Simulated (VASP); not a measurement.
Co: single point with LDA

Co:

```
Co
1.0
    -1.33111    1.33111    1.33111
     1.33111   -1.33111    1.33111
     1.33111    1.33111   -1.33111
Co
1
Direct
  0.00000 0.00000 0.00000
```

This isn't the form of Co at room conditions, which is hcp.

```
Program                : VASP 6.6.1
Task                   : single point
Functional             : LDA
Potentials or basis    : VASP PAW LDA potentials, release 64 (Co_sv)
Cutoff                 : 690 eV
k mesh                 : 18 × 18 × 18
Occupations            : fermi-dirac, width 0.1 eV
Spin                   : no spin polarisation
Dipole correction      : no
Further INCAR settings : ALGO = Normal; EDIFF = 1e-06; NBANDS = 14
```

| Item | Value |
| --- | --- |
| Pressure | 12.3 GPa |
| Band gap on the k mesh | zero (an odd number of electrons rules out a gap without spin polarisation) |

Levels at points of the mesh, in eV from the Fermi level:
```tsv
k point	band 5	band 6	band 7	band 8	band 9	band 10	band 11	band 12	band 13	band 14
(0.00, 0.00, 0.00)	-9.70	-2.19	-2.19	-2.19	-0.33	-0.33	27.03	27.03	27.03	33.48
(0.50, 0.00, 0.00)	-5.41	-3.54	-0.37	-0.08	0.32	1.07	8.76	20.03	22.62	26.20
(0.50, 0.50, 0.50)	-5.12	-5.12	0.74	0.74	0.74	11.00	11.00	11.00	17.74	17.74
```

Wall time 56 s on 1 thread of AMD EPYC 7571, with other jobs on the host, peak memory 0.11 GiB.

Caveat: the cell stands under pressure; the run has no spin polarisation, though such a crystal can be magnetic. Spin polarisation is off, so any magnetic state and its effect on volume and gap are missing.
